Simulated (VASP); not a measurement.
# MgO (Fm-3m) in VASP: a series of runs, part 2 of 2

VASP 6.6.1.

### 4 G0W0 quasiparticle levels, PBE

File POSCAR:

```
MgO
1.0
    0.0000000000      2.1021674163      2.1021674163
    2.1021674163      0.0000000000      2.1021674163
    2.1021674163      2.1021674163      0.0000000000
Mg O
1 1
Direct
    0.0000000000      0.0000000000      0.0000000000
    0.5000000000      0.5000000000      0.5000000000
```

File INCAR.step1:

```
SYSTEM = MgO
  PREC = Accurate
  ENCUT = 500
  EDIFF = 1E-8
  ISMEAR = 0
  SIGMA = 0.01
  LREAL = .FALSE.
  LASPH = .TRUE.
  NELM = 60
  ALGO = Normal
  LWAVE = .TRUE.
  LCHARG = .FALSE.
  GGA = PE
```

File INCAR.step2:

```
SYSTEM = MgO
  PREC = Accurate
  ENCUT = 500
  EDIFF = 1E-8
  ISMEAR = 0
  SIGMA = 0.01
  LREAL = .FALSE.
  LASPH = .TRUE.
  NELM = 1
  ALGO = Exact
  LWAVE = .TRUE.
  LCHARG = .FALSE.
  GGA = PE
  NBANDS = 73
  LOPTICS = .TRUE.
  ISTART = 1
```

File INCAR.step3:

```
SYSTEM = MgO
  PREC = Accurate
  ENCUT = 500
  EDIFF = 1E-8
  ISMEAR = 0
  SIGMA = 0.01
  LREAL = .FALSE.
  LASPH = .TRUE.
  ALGO = EVGW0
  LWAVE = .FALSE.
  LCHARG = .FALSE.
  GGA = PE
  NELMGW = 1
  NBANDS = 73
  ENCUTGW = 140.0
  NOMEGA = 96
  PRECFOCK = Fast
  ISTART = 1
  NBANDSGW = 12
  OMEGAMAX = 20
```

File KPOINTS:

```
regular mesh
0
G
  6 6 6
  0 0 0
```

Potentials or basis: VASP PAW PBE potentials, release 64 (Mg_GW, O_GW).

The run is started by

```sh
$ cat potpaw_PBE.64/Mg_GW/POTCAR potpaw_PBE.64/O_GW/POTCAR > POTCAR
$ cp INCAR.step1 INCAR
$ mpirun -np 1 vasp_std > vasp.out
$ cp INCAR.step2 INCAR
$ mpirun -np 1 vasp_std > vasp.out
$ cp INCAR.step3 INCAR
$ mpirun -np 1 vasp_std > vasp.out
```

OUTCAR:

```text
SYSTEM = MgO
   PREC = Accurate
   ENCUT = 500
   EDIFF = 1E-8
   ISMEAR = 0
   LREAL = .FALSE.
   LASPH = .TRUE.
   GGA = PE
   NELMGW = 1
   ENCUTGW = 140.0
   PRECFOCK = Fast
   ISTART = 1

 ion  position               nearest neighbor table
   1  0.000  0.000  0.000-   2 2.10   2 2.10   2 2.10   2 2.10   2 2.10   2 2.10
   2  0.500  0.500  0.500-   1 2.10   1 2.10   1 2.10   1 2.10   1 2.10   1 2.10

  LATTYP: Found a face centered cubic cell.
 ALAT       =     4.2043348326

  Lattice vectors:

 A1 = (   0.0000000000,   2.1021674163,   2.1021674163)
 A2 = (   2.1021674163,   0.0000000000,   2.1021674163)
 A3 = (   2.1021674163,   2.1021674163,   0.0000000000)

Analysis of symmetry for initial positions (statically):
=====================================================================
 Subroutine PRICEL returns:
 Original cell was already a primitive cell.

 Routine SETGRP: Setting up the symmetry group for a
 face centered cubic supercell.

 Subroutine GETGRP returns: Found 48 space group operations
 (whereof 48 operations were pure point group operations)
 out of a pool of 48 trial point group operations.

The static configuration has the point symmetry O_h .

Analysis of symmetry for dynamics (positions and initial velocities):
=====================================================================
 Subroutine PRICEL returns:
 Original cell was already a primitive cell.

 Routine SETGRP: Setting up the symmetry group for a
 face centered cubic supercell.

 Subroutine GETGRP returns: Found 48 space group operations
 (whereof 48 operations were pure point group operations)
 out of a pool of 48 trial point group operations.

The dynamic configuration has the point symmetry O_h .

 Subroutine INISYM returns: Found 48 space group operations
 (whereof 48 operations are pure point group operations),
 and found     1 'primitive' translations

----------------------------------------------------------------------------------------

                                     Primitive cell

  volume of cell :      18.5794

  direct lattice vectors                    reciprocal lattice vectors
     0.000000000  2.102167416  2.102167416    -0.237849753  0.237849753  0.237849753
     2.102167416  0.000000000  2.102167416     0.237849753 -0.237849753  0.237849753
     2.102167416  2.102167416  0.000000000     0.237849753  0.237849753 -0.237849753

  length of vectors
     2.972913671  2.972913671  2.972913671     0.411967856  0.411967856  0.411967856

  position of ions in fractional coordinates (direct lattice)
     0.000000000  0.000000000  0.000000000
     0.500000000  0.500000000  0.500000000

  ion indices of the primitive-cell ions
   primitive index   ion index
                 1           1
                 2           2

[... 19 lines left out ...]
     0.000000000  0.000000000  0.000000000

 Subroutine IBZKPT returns following result:
 ===========================================

 Found     16 irreducible k-points:

 Following reciprocal coordinates:
            Coordinates               Weight
  0.000000  0.000000  0.000000      1.000000
  0.166667  0.000000  0.000000      8.000000
  0.333333  0.000000  0.000000      8.000000
  0.500000  0.000000  0.000000      4.000000
  0.166667  0.166667  0.000000      6.000000
  0.333333  0.166667  0.000000     24.000000
[... 8 lines left out ...]
 -0.333333  0.333333  0.166667     24.000000
 -0.333333  0.500000  0.166667     12.000000
   k-points           NKPTS =     16   k-points in BZ     NKDIM =    216   number of bands    NBANDS=     73
   number of dos      NEDOS =    301   number of ions     NIONS =      2
   total plane-waves  NPLWV =  13824
   dimension x,y,z NGX =    24 NGY =   24 NGZ =   24
   dimension x,y,z NGXF=    48 NGYF=   48 NGZF=   48
   ions per type =               1   1
   NGX,Y,Z   is equivalent  to a cutoff of  13.42, 13.42, 13.42 a.u.
   NGXF,Y,Z  is equivalent  to a cutoff of  26.84, 26.84, 26.84 a.u.
 SYSTEM =  MgO
   PREC   = accura    normal or accurate (medium, high low for compatibility)
   ISTART =      1    job   : 0-new  1-cont  2-samecut
   ICHARG =      0    charge: 1-file 2-atom 10-const
   ISPIN  =      1    spin polarized calculation?
   LNONCOLLINEAR =      F non collinear calculations
   LSORBIT =      F    spin-orbit coupling
   LASPH  =      T    aspherical Exc in radial PAW
   ENCUT  =  500.0 eV  36.75 Ry    6.06 a.u.   5.42  5.42  5.42*2*pi/ulx,y,z
   NELM   =     60;   NELMIN=  2; NELMDL=  0     # of ELM steps
   EDIFF  = 0.1E-07   stopping-criterion for ELM
   LREAL  =      F    real-space projection
   EDIFFG = 0.1E-06   stopping-criterion for IOM
   NSW    =      0    number of steps for IOM
   IBRION =     -1    ionic relax: 0-MD 1-quasi-New 2-CG
   NFREE  =      0    steps in history (QN), initial steepest desc. (CG)
   ISIF   =      0    stress and relaxation
   ISYM   =      3    0-nonsym 1-usesym 2-fastsym
   POTIM  = 0.5000    time-step for ionic-motion
   TEBEG  =    0.0;   TEEND  =   0.0 temperature during run
   PSTRESS=    0.0 pullay stress
   NELECT =       8.0000    total number of electrons
   NUPDOWN=      -1.0000    fix difference up-down
   EMIN   =  10.00;   EMAX   =-10.00  energy-range for DOS
   EFERMI =   0.00;   METHOD = LEGACY
   ISMEAR =     0;   SIGMA  =   0.01  broadening in eV -4-tet -1-fermi 0-gaus
   EFERMI_NEDOS =   21; number of points for ismear=-14 and -15
   IALGO  =     38    algorithm
   IMIX   =      4    mixing-type and parameters
     AMIX     =   0.40;   BMIX     =  1.00
     AMIX_MAG =   1.60;   BMIX_MAG =  1.00
  volume/ion in A,a.u.               =       9.29        62.69
  Fermi-wavevector in a.u.,A,eV,Ry     =   1.236216  2.336109 20.792816  1.528229
  Thomas-Fermi vector in A             =   2.370833
   LORBIT       =      0    0 simple, 1 ext, 2 COOP (PROOUT), +10 PAW based schemes
   GGA     = PE    functional components
   LHFCALC =     T    Hartree Fock is set to
   PRECFOCK=fast      Normal, Fast or Accurate (Low or Medium for compatibility)
   ENCUT4O =  -1.0   cutoff for four orbital integrals eV
   NKREDX  =     1    reduce k-point grid by
   NKREDY  =     1    reduce k-point grid by
   NKREDZ  =     1    reduce k-point grid by
   AEXX    =    1.0000 exact exchange contribution
   HFSCREEN=    0.0000 screening length (either q_TF or 0.3 A-1)
   HFSCREENC=   0.0000 screening length for correlation (either q_TF or 0.3 A-1)
   ENCUTFOCK=  -1.0 apply spherical cutoff to Coloumb kernel
   IVDW    =     0    specifies the selected vdW correction
   LEPSILON=     F    determine dielectric tensor
   LRPA    =     F    only Hartree local field effects (RPA)
   LRPAFORCE           =     F    calculate RPA forces
   ENCUTGW             = 140.0    cutoff for response function in eV
   ENCUTGWSOFT         = 112.0    soft cutoff for Coulomb kernel in GW response function in eV
   ENCUTLF             =  -1.0    cutoff for local field effects
   NELMGW              =     1    number of iterations in solving QP/BSE equation
   NELMHF              =     1    number of iterations in the inner HF iteration
   NKREDLFX            =     1    NKREDLFY  =   1   NKREDLFZ  =   1
 non-spin polarized calculation
 Gauss-broadening in eV      SIGMA  =   0.01
  energy-cutoff  :      500.00
  volume of cell :       18.58
 maximum number of plane-waves:       489
 NGX is ok and might be reduce to    24
  NGX = 14; NGY = 14; NGZ = 14
   NGX = 11   NGY = 11   NGZ = 11
 maximum number of plane-waves:        76
 NGX is ok and might be reduce to    14

 QP shifts <psi_nk| G(iteration)W_0 |psi_nk>: iteration 1
 for sc-GW calculations column KS-energies equals QP-energies in previous step
 and V_xc(KS)=  KS-energies - (<T + V_ion + V_H > + <T+V_H+V_ion>^1  + <V_x>^1)

 k-point   1 :       0.0000    0.0000    0.0000
  band No.  KS-energies  QP-energies   sigma(KS)   V_xc(KS)     V^pw_x(r,r')   Z            occupation Imag(sigma)

      1     -14.0730     -16.0967     -21.1362     -18.1204     -29.9079       0.6711       2.0000       1.0217
      2       3.2240       1.9536     -21.3535     -19.7386     -25.2493       0.7866       2.0000       0.0445
      3       3.2240       1.9536     -21.3535     -19.7386     -25.2493       0.7866       2.0000       0.0445
      4       3.2240       1.9536     -21.3535     -19.7386     -25.2493       0.7866       2.0000       0.0445
      5       8.0036       9.2497     -10.7328     -12.2124      -7.4508       0.8422       0.0000      -0.0399
      6      19.0622      20.3177      -7.5544      -9.0657      -3.0930       0.8308       0.0000      -0.0728
      7      19.0622      20.3177      -7.5544      -9.0657      -3.0930       0.8308       0.0000      -0.0728
      8      19.0622      20.3177      -7.5544      -9.0657      -3.0930       0.8308       0.0000      -0.0728
      9      22.9940      23.4054      -7.3962      -7.9368      -1.6841       0.7610       0.0000      -0.3832
     10      24.7750      26.3266      -7.9938      -9.8787      -3.2625       0.8232       0.0000      -0.1374
     11      24.7750      26.3266      -7.9938      -9.8787      -3.2625       0.8232       0.0000      -0.1374
     12      27.3734      28.8512      -7.6212      -9.4962      -1.8749       0.7882       0.0000      -0.4257
[... 228 lines left out ...]
      1     -12.4746     -14.5944     -22.7818     -19.8516     -31.3827       0.7234       2.0000       0.9569
      2      -0.3553      -2.1677     -17.9965     -15.6376     -22.1191       0.7683       2.0000       0.0659
      3       0.9695      -0.6848     -19.0469     -16.9199     -23.0483       0.7778       2.0000       0.0554
      4       1.5457      -0.0030     -19.6744     -17.6869     -23.6734       0.7792       2.0000       0.0519
      5      13.8030      15.1167      -9.3955     -10.9763      -5.3931       0.8311       0.0000      -0.0520
      6      14.6957      16.2990      -8.8156     -10.7349      -4.7697       0.8354       0.0000      -0.0508
      7      15.7512      17.5227     -11.9864     -14.2124      -7.5621       0.7958       0.0000      -0.0725
      8      19.7551      21.3183      -9.1417     -11.0966      -4.1669       0.7996       0.0000      -0.1361
      9      23.4294      24.9458      -9.3919     -11.3410      -3.8255       0.7780       0.0000      -0.2767
     10      27.9146      29.1341      -7.9729      -9.4888      -2.3591       0.8045       0.0000      -0.5376
     11      29.4855      31.4130      -8.8620     -11.1275      -3.5729       0.8508       0.0000      -0.6028
     12      31.6609      33.6367      -9.5277     -11.8380      -3.7437       0.8552       0.0000      -0.8185
```

It took 1.9 min on 1 thread of Intel Xeon Platinum 8488C (Sapphire Rapids), shared host; peak memory 0.32 GiB.

What came out:

```yaml
Quasiparticle_gap: 7.30 eV
Least_direct_quasiparticle_gap: 7.30 eV
Band_gap_of_the_starting_levels_on_the_mesh: 4.78 eV
Least_direct_gap_of_the_starting_levels_on_the_mesh: 4.78 eV
```

Caveat: the k points lie up to 0.43 Å⁻¹ apart; bands, screening cutoff and mesh are small and nothing is extrapolated, so the quasiparticle values aren't converged.
